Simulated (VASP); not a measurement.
# Rh (Fd-3m) in VASP: further runs

Runs on Rh. Level: LDA. Tasks: single point.

Program: VASP 6.6.1. These are calculated values, not measurements. Logs are shortened: lines on timing, memory, paths and dates and some standing lists are left out, and cuts for length are marked.

### Step 1. The cell of the first run

It takes space group Fd-3m (No. 227, cubic). The conventional cell has a = 5.319 Å, b = 5.319 Å, c = 5.319 Å, α = 90.00°, β = 90.00°, γ = 90.00°. Within 3.0 Å of Rh (site symmetry -43m) lie 4 Rh at 2.30 Å.

This isn't the form of Rh at room conditions, which is fcc.

### Step 2. Single point, LDA (18.81 Å³/atom)

The input, INCAR:

```
SYSTEM = Rh
ALGO = Normal
EDIFF = 1E-6
ENCUT = 520
ISIF = 2
ISMEAR = -1
LASPH = .True.
LCHARG = .True.
LELF = .True.
LREAL = .False.
LVHAR = .True.
LWAVE = .False.
NBANDS = 22
NELM = 60
PREC = Accurate
SIGMA = 0.1
```

The input, KPOINTS:

```
k-points
0
Gamma
  11 11 11
  0 0 0
```

The input, POSCAR:

```
Rh
1.0
    0.0000000000      2.6596835476      2.6596835476
    2.6596835476      0.0000000000      2.6596835476
    2.6596835476      2.6596835476      0.0000000000
Rh
2
Direct
    0.1250000000      0.1250000000      0.1250000000
    0.8750000000      0.8750000000      0.8750000000
```

Potentials or basis: VASP PAW LDA potentials, release 64 (Rh_pv).

Started as:

```console
> cat potpaw_LDA.64/Rh_pv/POTCAR > POTCAR
> mpirun -np 1 vasp_std > vasp.out
```

OUTCAR:

```text
SYSTEM = Rh
   EDIFF = 1E-6
   ENCUT = 520
   ISIF = 2
   ISMEAR = -1
   LASPH = .True.
   LREAL = .False.
   NELM = 60
   PREC = Accurate

 ion  position               nearest neighbor table
   1  0.125  0.125  0.125-   2 2.30   2 2.30   2 2.30   2 2.30
   2  0.875  0.875  0.875-   1 2.30   1 2.30   1 2.30   1 2.30

  LATTYP: Found a face centered cubic cell.
 ALAT       =     5.3193670952

  Lattice vectors:

 A1 = (   0.0000000000,   2.6596835476,   2.6596835476)
 A2 = (   2.6596835476,   0.0000000000,   2.6596835476)
 A3 = (   2.6596835476,   2.6596835476,   0.0000000000)

Analysis of symmetry for initial positions (statically):
=====================================================================
 Subroutine PRICEL returns:
 Original cell was already a primitive cell.

 Routine SETGRP: Setting up the symmetry group for a
 face centered cubic supercell.

 Subroutine GETGRP returns: Found 48 space group operations
 (whereof 12 operations were pure point group operations)
 out of a pool of 48 trial point group operations.

The static configuration has the point symmetry D_3d.
 The point group associated with its full space group is O_h .

Analysis of symmetry for dynamics (positions and initial velocities):
=====================================================================
 Subroutine PRICEL returns:
 Original cell was already a primitive cell.

 Routine SETGRP: Setting up the symmetry group for a
 face centered cubic supercell.

 Subroutine GETGRP returns: Found 48 space group operations
 (whereof 12 operations were pure point group operations)
 out of a pool of 48 trial point group operations.

The dynamic configuration has the point symmetry D_3d.
 The point group associated with its full space group is O_h .

 Subroutine INISYM returns: Found 48 space group operations
 (whereof 12 operations are pure point group operations),
 and found     1 'primitive' translations

----------------------------------------------------------------------------------------

                                     Primitive cell

  volume of cell :      37.6288

  direct lattice vectors                    reciprocal lattice vectors
     0.000000000  2.659683548  2.659683548    -0.187992290  0.187992290  0.187992290
     2.659683548  0.000000000  2.659683548     0.187992290 -0.187992290  0.187992290
     2.659683548  2.659683548  0.000000000     0.187992290  0.187992290 -0.187992290

  length of vectors
     3.761360545  3.761360545  3.761360545     0.325612197  0.325612197  0.325612197

  position of ions in fractional coordinates (direct lattice)
     0.125000000  0.125000000  0.125000000
     0.875000000  0.875000000  0.875000000

  ion indices of the primitive-cell ions
   primitive index   ion index
                 1           1
                 2           2

----------------------------------------------------------------------------------------

 KPOINTS: k-points

Automatic generation of k-mesh.
 Grid dimensions read from file:
 generate k-points for:   11   11   11

 Generating k-lattice:

  Cartesian coordinates                     Fractional coordinates (reciprocal lattice)
    -0.017090208  0.017090208  0.017090208     0.090909091  0.000000000  0.000000000
     0.017090208 -0.017090208  0.017090208     0.000000000  0.090909091  0.000000000
     0.017090208  0.017090208 -0.017090208     0.000000000  0.000000000  0.090909091

  Length of vectors
     0.029601109  0.029601109  0.029601109

  Shift w.r.t. Gamma in fractional coordinates (k-lattice)
     0.000000000  0.000000000  0.000000000

 Subroutine IBZKPT returns following result:
 ===========================================

 Found     56 irreducible k-points:

 Following reciprocal coordinates:
            Coordinates               Weight
  0.000000  0.000000  0.000000      1.000000
  0.090909  0.000000  0.000000      8.000000
  0.181818  0.000000  0.000000      8.000000
  0.272727  0.000000  0.000000      8.000000
  0.363636  0.000000  0.000000      8.000000
  0.454545  0.000000  0.000000      8.000000
[... 16 lines left out ...]
 -0.272727  0.181818  0.000000     24.000000
 -0.181818  0.181818  0.000000     12.000000
 [... further k-points ...]
   k-points           NKPTS =     56   k-points in BZ     NKDIM =     56   number of bands    NBANDS=     22
   number of dos      NEDOS =    301   number of ions     NIONS =      2
   total plane-waves  NPLWV =  21952
   dimension x,y,z NGX =    28 NGY =   28 NGZ =   28
   dimension x,y,z NGXF=    56 NGYF=   56 NGZF=   56
   ions per type =               2
   NGX,Y,Z   is equivalent  to a cutoff of  12.38, 12.38, 12.38 a.u.
   NGXF,Y,Z  is equivalent  to a cutoff of  24.75, 24.75, 24.75 a.u.
 SYSTEM =  Rh
   PREC   = accura    normal or accurate (medium, high low for compatibility)
   ISTART =      0    job   : 0-new  1-cont  2-samecut
   ICHARG =      2    charge: 1-file 2-atom 10-const
   ISPIN  =      1    spin polarized calculation?
   LNONCOLLINEAR =      F non collinear calculations
   LSORBIT =      F    spin-orbit coupling
   LASPH  =      T    aspherical Exc in radial PAW
   ENCUT  =  520.0 eV  38.22 Ry    6.18 a.u.   6.99  6.99  6.99*2*pi/ulx,y,z
   NELM   =     60;   NELMIN=  2; NELMDL= -5     # of ELM steps
   EDIFF  = 0.1E-05   stopping-criterion for ELM
   LREAL  =      F    real-space projection
   EDIFFG = 0.1E-04   stopping-criterion for IOM
   NSW    =      0    number of steps for IOM
   IBRION =     -1    ionic relax: 0-MD 1-quasi-New 2-CG
   NFREE  =      0    steps in history (QN), initial steepest desc. (CG)
   ISIF   =      2    stress and relaxation
   ISYM   =      2    0-nonsym 1-usesym 2-fastsym
   POTIM  = 0.5000    time-step for ionic-motion
   TEBEG  =    0.0;   TEEND  =   0.0 temperature during run
   PSTRESS=    0.0 pullay stress
   NELECT =      30.0000    total number of electrons
   NUPDOWN=      -1.0000    fix difference up-down
   EMIN   =  10.00;   EMAX   =-10.00  energy-range for DOS
   EFERMI =   0.00;   METHOD = LEGACY
   ISMEAR =    -1;   SIGMA  =   0.10  broadening in eV -4-tet -1-fermi 0-gaus
   EFERMI_NEDOS =   21; number of points for ismear=-14 and -15
   IALGO  =     38    algorithm
   IMIX   =      4    mixing-type and parameters
     AMIX     =   0.40;   BMIX     =  1.00
     AMIX_MAG =   1.60;   BMIX_MAG =  1.00
  volume/ion in A,a.u.               =      18.81       126.97
  Fermi-wavevector in a.u.,A,eV,Ry     =   1.518012  2.868627 31.352739  2.304361
  Thomas-Fermi vector in A             =   2.627190
   LORBIT       =      0    0 simple, 1 ext, 2 COOP (PROOUT), +10 PAW based schemes
   GGA     = CA    functional components
   LHFCALC =     F    Hartree Fock is set to
   AEXX    =    0.0000 exact exchange contribution
   IVDW    =     0    specifies the selected vdW correction
   LEPSILON=     F    determine dielectric tensor
   LRPA    =     F    only Hartree local field effects (RPA)
 non-spin polarized calculation
  energy-cutoff  :      520.00
  volume of cell :       37.63
 maximum number of plane-waves:      1028
   NGX = 13   NGY = 13   NGZ = 13

 number of electron      30.0000014 magnetization

 Free energy of the ion-electron system (eV)
  ---------------------------------------------------
  ext. energy  EPLUGINS =         0.00000000
  ---------------------------------------------------
  free energy    TOTEN  =       -14.72552698 eV

  energy without entropy =      -14.63713954  energy(sigma->0) =      -14.68133326

 E-fermi :   7.5159     XC(G=0): -12.0683

 val. band max:        7.5079672548   @ k =  -0.2727   0.2727   0.0000
 cond. band min:       7.5218973728   @ k =  -0.4545   0.1818   0.0000
 fundamental gap:      0.0139301179
 Fermi energy:         7.5158702360

 k-point     1 :       0.0000    0.0000    0.0000
  band No.  band energies     occupation
      1     -39.8131      2.00000
      2     -39.8131      2.00000
      3     -39.8131      2.00000
      4     -38.9757      2.00000
      5     -38.9757      2.00000
      6     -38.9757      2.00000
[... 14 lines left out ...]
     21      20.7253      0.00000
     22      21.1013      0.00000

 k-point     2 :       0.0909    0.0000    0.0000
  band No.  band energies     occupation
      1     -39.8209      2.00000
      2     -39.8209      2.00000
      3     -39.8113      2.00000
      4     -38.9781      2.00000
      5     -38.9675      2.00000
      6     -38.9675      2.00000
[... 14 lines left out ...]
     21      20.3384      0.00000
     22      21.5907      0.00000

 k-point     3 :       0.1818    0.0000    0.0000
  band No.  band energies     occupation
      1     -39.8412      2.00000
      2     -39.8412      2.00000
      3     -39.8068      2.00000
      4     -38.9845      2.00000
      5     -38.9462      2.00000
      6     -38.9462      2.00000
[... 14 lines left out ...]
     21      19.5328      0.00000
     22      21.9037      0.00000

 k-point     4 :       0.2727    0.0000    0.0000
  band No.  band energies     occupation
      1     -39.8665      2.00000
      2     -39.8665      2.00000
      3     -39.8012      2.00000
      4     -38.9926      2.00000
      5     -38.9198      2.00000
      6     -38.9198      2.00000
[... 14 lines left out ...]
     21      18.6948      0.00000
     22      21.8572      0.00000

 k-point     5 :       0.3636    0.0000    0.0000
  band No.  band energies     occupation
      1     -39.8885      2.00000
      2     -39.8885      2.00000
      3     -39.7964      2.00000
      4     -38.9996      2.00000
      5     -38.8967      2.00000
      6     -38.8967      2.00000
[... 417 lines left out ...]
 k-point    22 :      -0.3636    0.1818    0.0000
  band No.  band energies     occupation
      1     -39.9737      2.00000
      2     -39.9136      2.00000
      3     -39.6795      2.00000
      4     -39.1151      2.00000
      5     -38.8702      2.00000
      6     -38.8141      2.00000
[... 14 lines left out ...]
     21      18.4898      0.00000
     22      22.9655      0.00000

 k-point    23 :      -0.2727    0.1818    0.0000
  band No.  band energies     occupation
      1     -39.9556      2.00000
      2     -39.8906      2.00000
      3     -39.7101      2.00000
      4     -39.0837      2.00000
      5     -38.8944      2.00000
      6     -38.8319      2.00000
[... 14 lines left out ...]
     21      18.6638      0.00000
     22      22.3935      0.00000

 k-point    24 :      -0.1818    0.1818    0.0000
  band No.  band energies     occupation
      1     -39.9219      2.00000
      2     -39.8655      2.00000
      3     -39.7479      2.00000
      4     -39.0451      2.00000
      5     -38.9207      2.00000
      6     -38.8652      2.00000
[... 14 lines left out ...]
     21      19.2868      0.00000
     22      21.7889      0.00000

 [... further k-points ...]

------------------------ aborting loop because EDIFF is reached ----------------------------------------

  FORCE on cell =-STRESS in cart. coord.  units (eV):
  Direction    XX          YY          ZZ          XY          YZ          ZX
  --------------------------------------------------------------------------------------
  -------------------------------------------------------------------------------------
  Total        1.8970269      1.8970269      1.8970269      0.0000000      0.0000000     -0.0000000
  in kB       80.7726220     80.7726220     80.7726220      0.0000000      0.0000000     -0.0000000
  external PRESSURE =      80.7726220 kB  Pullay stress =       0.0000000 kB

 VOLUME and BASIS-vectors are now :
 -----------------------------------------------------------------------------
  energy-cutoff  :      520.00
  volume of cell :       37.63
      direct lattice vectors                 reciprocal lattice vectors
     0.000000000  2.659683548  2.659683548    -0.187992290  0.187992290  0.187992290
     2.659683548  0.000000000  2.659683548     0.187992290 -0.187992290  0.187992290
     2.659683548  2.659683548  0.000000000     0.187992290  0.187992290 -0.187992290

 POSITION                                       TOTAL-FORCE (eV/Angst)
 -----------------------------------------------------------------------------------
      0.66492      0.66492      0.66492         0.000000     -0.000000     -0.000000
      4.65445      4.65445      4.65445        -0.000000      0.000000      0.000000
 -----------------------------------------------------------------------------------
    total drift:                                0.000000     -0.000000     -0.000000

  FREE ENERGIE OF THE ION-ELECTRON SYSTEM (eV)
  ---------------------------------------------------
  free  energy   TOTEN  =       -14.7255269841 eV

  energy  without entropy=      -14.6371395424  energy(sigma->0) =      -14.68133326
```

Wall time 14 s (1 thread of Intel Xeon 6975P-C (Granite Rapids), shared host); peak memory 0.16 GiB.

What came out:

```
Free energy            : -14.7255 eV
Pressure               : 8.1 GPa
Band gap on the k mesh : zero (bands 15 and 16 overlap by 1.31 eV)
```

Levels at points of the mesh, in eV from the Fermi level:
```tsv
k point	band 11	band 12	band 13	band 14	band 15	band 16	band 17	band 18	band 19	band 20
(0.00, 0.00, 0.00)	-4.42	-4.42	-1.66	-1.66	-1.66	0.52	0.52	12.84	13.21	13.21
```

Caveat: the cell stands under pressure.

### Step 3. Single point, LDA (19.60 Å³/atom)

This run uses another cell than the first one, of 19.60 Å³/atom.

The input, INCAR:

```
SYSTEM = Rh
ALGO = Normal
EDIFF = 1E-7
ENCUT = 520
ISIF = 2
ISMEAR = -1
LASPH = .TRUE.
LCHARG = .FALSE.
LREAL = .FALSE.
LWAVE = .FALSE.
NBANDS = 22
NELM = 60
PREC = Accurate
SIGMA = 0.1
```

The input, KPOINTS:

```
k-points
0
G
  11 11 11
  0 0 0
```

The input, POSCAR:

```
Rh
1.0
    0.0000000000      2.6961220968      2.6961220968
    2.6961220968      0.0000000000      2.6961220968
    2.6961220968      2.6961220968      0.0000000000
Rh
2
Direct
    0.1250000000      0.1250000000      0.1250000000
    0.8750000000      0.8750000000      0.8750000000
```

Potentials or basis: VASP PAW LDA potentials, release 64 (Rh_pv).

Started as:

```console
> cat potpaw_LDA.64/Rh_pv/POTCAR > POTCAR
> mpirun -np 1 vasp_std > vasp.out
```

Wall time 15 s (1 thread of Intel Xeon 6975P-C (Granite Rapids), shared host); peak memory 0.16 GiB.

The run converged. Its results:

- Free energy: -14.7678 eV
- Pressure: 0.7 GPa
- Band gap on the k mesh: zero (bands 15 and 16 overlap by 1.23 eV)

Levels at points of the mesh, in eV from the Fermi level:
```tsv
k point	band 12	band 13	band 14	band 15	band 16	band 17	band 18	band 19
(0.00, 0.00, 0.00)	-4.21	-1.57	-1.57	-1.57	0.47	0.47	12.71	13.04
```
